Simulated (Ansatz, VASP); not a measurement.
# Two plane-wave programs on Na2S

```
CELL_PARAMETERS angstrom
0.00000 3.14700 3.14700
3.14700 0.00000 3.14700
3.14700 3.14700 0.00000
ATOMIC_POSITIONS crystal
Na 0.25000 0.25000 0.25000
Na 0.75000 0.75000 0.75000
S 0.00000 0.00000 0.00000
```

Alike in both runs: task single point; functional PBEsol; dispersion D3(BJ); k mesh 6 × 6 × 6; occupations gaussian, width 0.05 eV; no spin polarisation.

|  | VASP | Ansatz |
| --- | --- | --- |
| version | VASP 6.6.1 | Ansatz 0.2.0 |
| potentials or method | VASP PAW PBE potentials, release 64 (Na_pv, S), cutoff 500 eV | scalar-relativistic, plane waves, PAW |
| valence electrons in the cell | 20 | 24 |

```tsv
	VASP	Ansatz	Ansatz less VASP
gap on the k mesh at the Fermi level (eV)	2.75	2.76	+0.005
least direct gap on the mesh (eV)	2.75	2.76	+0.005
pressure (GPa)	1.6	1.5	-0.08
```

VASP's potentials were made for PBE, not for PBEsol. VASP's potentials hold 20 valence electrons a cell and Ansatz's 24, so a difference there can come from the potentials and not from the codes.
